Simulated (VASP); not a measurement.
Ru, 2 atoms in the cell. Symmetry: P6_3/mmc, No. 194, hexagonal system. Conventional cell: a = 2.776 Å, b = 2.776 Å, c = 4.183 Å, α = 90.00°, β = 90.00°, γ = 120.00°. Within 3.5 Å of Ru (site symmetry -6m2) lie 12 Ru at 2.64 to 2.78 Å.  This cell differs from its parent crystal: volume 13.960 Å^3 an atom, c/a of the conventional cell 1.5067.

- Program: VASP 6.6.1
- Task: single point
- Functional: PBEsol
- Potentials or basis: VASP PAW PBE potentials, release 64 (Ru_pv)
- Cutoff: 520 eV
- k mesh: 21 × 21 × 12
- Occupations: gaussian, width 0.15 eV
- Spin: no spin polarisation
- Dipole correction: no
- Further INCAR settings: ALGO = Fast; EDIFF = 1e-07; NBANDS = 21

Potentials or basis: VASP PAW PBE potentials, release 64 (Ru_pv).

The run is started by

```sh
$ cat potpaw_PBE.64/Ru_pv/POTCAR > POTCAR
$ mpirun -np 1 vasp_std > vasp.out
```

Hardware: 1 thread of Intel(R) Xeon(R) Platinum 8259CL CPU @ 2.50GHz (Skylake/Cascade Lake), on a shared host.

Question: How long does it take, and how much memory?

Answer: Wall time 3.5 min on 1 thread of Intel(R) Xeon(R) Platinum 8259CL CPU @ 2.50GHz (Skylake/Cascade Lake), with other jobs on the host, peak memory 0.27 GiB. Counts: scf iterations 14, k points 336.
